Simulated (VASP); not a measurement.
Fe:

```xyz
1
Lattice="0.0000 1.9417 1.9651 1.4984 0.0000 1.9651 1.4984 1.9417 0.0000" Properties=species:S:1:pos:R:3 pbc="T T T"
Fe    0.0000    0.0000    0.0000
```

Base run:

* Program: VASP 6.6.1
* Functional: PBE
* Potentials or basis: VASP PAW PBE potentials, release 64 (Fe)
* Cutoff: 520 eV
* k mesh: 11 × 11 × 11
* Occupations: fermi-dirac, width 0.05 eV
* Spin: collinear spin, ferromagnetic start
* Starting moments: [4.5] μB
* Fixed moment: 4.5 μB

Its results: pressure 103.1 GPa; site moments Fe +4.25 μB.

Q: After a change of settings the same cell gave: pressure 21.7 GPa; site moments Fe +2.95 μB. Which change was it?
A. fixed moment from 4.5 μB to 6 μB; moments at the start from [4.5] to [6.0]
B. fixed moment from 4.5 μB to 3.8 μB; moments at the start from [4.5] to [3.8]
C. fixed moment from 4.5 μB to 3 μB; moments at the start from [4.5] to [3.0]
D. fixed moment from 4.5 μB to 0.8 μB; moments at the start from [4.5] to [0.8]

A: C.

Caveats: the total moment is fixed, so each spin has its own Fermi level.
